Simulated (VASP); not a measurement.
Wanted: the native input for a VASP 6.6.1 run.

| Item | Value |
| --- | --- |
| Task | single point |
| Functional | PBE |
| Potentials or basis | VASP PAW PBE potentials, release 64 (Cu_sv_GW, O) |
| Cutoff | 820 eV |
| k mesh | 4 × 4 × 4 |
| Occupations | gaussian, width 0.01 eV |
| Spin | no spin polarisation |
| Dipole correction | no |
| Further INCAR settings | ALGO = Normal; EDIFF = 1e-06; NBANDS = 53 |

The structure of Cu2O lies in POSCAR:

```
Cu2O
1.0
    4.2997818511      0.0000000000      0.0000000000
    0.0000000000      4.2997818511      0.0000000000
    0.0000000000      0.0000000000      4.2997818511
Cu O
4 2
Direct
    0.2500000000      0.2500000000      0.2500000000
    0.2500000000      0.7500000000      0.7500000000
    0.7500000000      0.7500000000      0.2500000000
    0.7500000000      0.2500000000      0.7500000000
    0.0000000000      0.0000000000      0.0000000000
    0.5000000000      0.5000000000      0.5000000000
```

These files were run (other wordings do the same):

INCAR

```
  PREC = Accurate
  ENCUT = 820
  EDIFF = 1E-6
  ISMEAR = 0
  SIGMA = 0.01
  LREAL = F
  LASPH = T
  NELM = 120
  ALGO = Normal
  ISIF = 2
  LWAVE = F
  LCHARG = F
  GGA = PE
  NBANDS = 53
  GGA_COMPAT = F
```

KPOINTS

```
regular mesh
0
Gamma
  4 4 4
```

Potentials or basis: VASP PAW PBE potentials, release 64 (Cu_sv_GW, O).

Run with:

```console
$ cat potpaw_PBE.64/Cu_sv_GW/POTCAR potpaw_PBE.64/O/POTCAR > POTCAR
$ mpirun -np 1 vasp_std > vasp.out
```

Results of the run:

* Pressure: -0.8 GPa
* Band gap on the k mesh: 0.48 eV

Caveat: semilocal functionals underestimate gaps, and a narrow one can read as zero.

It took 110 s on 1 thread of Intel(R) Xeon(R) Platinum 8259CL CPU @ 2.50GHz (Skylake/Cascade Lake), on a shared host, peak memory 0.28 GiB.
